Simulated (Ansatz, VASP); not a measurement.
# P: VASP beside Ansatz

```
P
1.0
     1.70933    0.98688    2.97389
    -1.70933    0.98688    2.97389
     0.00000   -1.97377    2.97389
P
2
Direct
  0.23156 0.23156 0.23156
  0.76844 0.76844 0.76844
```

Alike in both runs: functional PBE; dispersion D3(BJ); k mesh 6 × 6 × 6; occupations gaussian, width 0.1 eV; no spin polarisation.

Ansatz relaxed the structure, and its values are those at the end. VASP's run is a single point on that final structure, the one shown.

|  | VASP | Ansatz |
| --- | --- | --- |
| version | VASP 6.6.1 | Ansatz 0.2.0 |
| potentials or method | VASP PAW PBE potentials, release 64 (P), cutoff 500 eV | scalar-relativistic, plane waves, PAW |
| valence electrons in the cell | 10 | 10 |

|  | VASP | Ansatz | Ansatz less VASP |
| --- | --- | --- | --- |
| gap on the k mesh at the Fermi level (eV) | none | none | - |
| pressure (GPa) | -0.4 | -0.1 | +0.31 |
| rms of the force components (eV/Å) | 0.043 | 0.017 | -0.0265 |

A gap of «none» marks a metal or a gap that the smearing closes.

The k mesh is coarse, so the values compare programs but aren't converged.
